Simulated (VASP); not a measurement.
Write the native input for VASP 6.6.1 that does the following.

```yaml
Task: single point
Functional: LDA
Potentials_or_basis: VASP PAW LDA potentials, release 64 (Na_pv, F)
Cutoff: 520 eV
k_mesh: 6 × 6 × 8
Occupations: gaussian, width 0.02 eV
Spin: no spin polarisation
Dipole_correction: no
Further_INCAR_settings: ALGO = Normal; EDIFF = 1e-06; NBANDS = 30
```

The structure of NaF lies in POSCAR:

```
NaF
1.0
    3.1970348000     -4.9148210000      0.0000000000
    3.1970348000      4.9148210000      0.0000000000
   -1.4469407000      0.0000000000      2.6884896000
Na F
3 3
Direct
    0.3034770000      0.9959330000      0.3988520000
    0.6639650000      0.6639650000      0.9146230000
    0.9959330000      0.3034770000      0.3988520000
    0.6958320000      0.0037220000      0.6005190000
    0.3368320000      0.3368320000      0.0865290000
    0.0037220000      0.6958320000      0.6005190000
```

These files were run (other wordings do the same):

INCAR

```
  PREC = Accurate
  ENCUT = 520
  EDIFF = 1E-6
  ISMEAR = 0
  SIGMA = 0.02
  LREAL = F
  LASPH = T
  NELM = 80
  ALGO = Normal
  ISIF = 2
  LWAVE = F
  LCHARG = F
  NBANDS = 30
```

KPOINTS

```
regular mesh
0
Gamma
  6 6 8
```

Potentials or basis: VASP PAW LDA potentials, release 64 (Na_pv, F).

Run with:

```console
$ cat potpaw_LDA.64/Na_pv/POTCAR potpaw_LDA.64/F/POTCAR > POTCAR
$ mpirun -np 1 vasp_std > vasp.out
```

Results of the run:

```yaml
Pressure: -5.2 GPa
Largest_force: 0.061 eV/Å
Band_gap_on_the_k_mesh: 5.10 eV (least direct gap 5.13 eV)
```

Caveat: the cell stands under tension.

Wall time 70 s on 1 thread of Intel(R) Xeon(R) 6975P-C (Granite Rapids), with other jobs on the host, peak memory 0.28 GiB.
